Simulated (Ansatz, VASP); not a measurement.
## Two plane-wave programs on EuO

```
CELL_PARAMETERS angstrom
0.00000 2.58830 2.58830
2.58830 0.00000 2.58830
2.58830 2.58830 0.00000
ATOMIC_POSITIONS crystal
Eu 0.00000 0.00000 0.00000
O 0.50000 0.50000 0.50000
```

Alike in both runs: task single point; functional PBE; k mesh 10 × 10 × 10; occupations fermi-dirac, width 0.05 eV; collinear spin; Hubbard terms Eu f U = 6.0 eV.

```csv
,VASP,Ansatz
version,VASP 6.6.1,Ansatz 0.2.0
potentials or method,"VASP PAW PBE potentials, release 64 (Eu, O), cutoff 600 eV","scalar-relativistic, plane waves, PAW"
valence electrons in the cell,23,23
```

```tsv
	VASP	Ansatz	Ansatz less VASP
pressure (GPa)	-0.4	0.0	+0.43
net moment per atom (μB)	3.50	3.50	0.000
size of the moment on the site where the two differ most (μB)	6.73	6.76	+0.035
```

Site moments also hang on the region over which each program counts them. The programs project onto different local orbitals, so the same U acts differently, and such runs can settle in different states. Ansatz's warnings: stability check not made.

Neither program's run includes spin-orbit coupling.
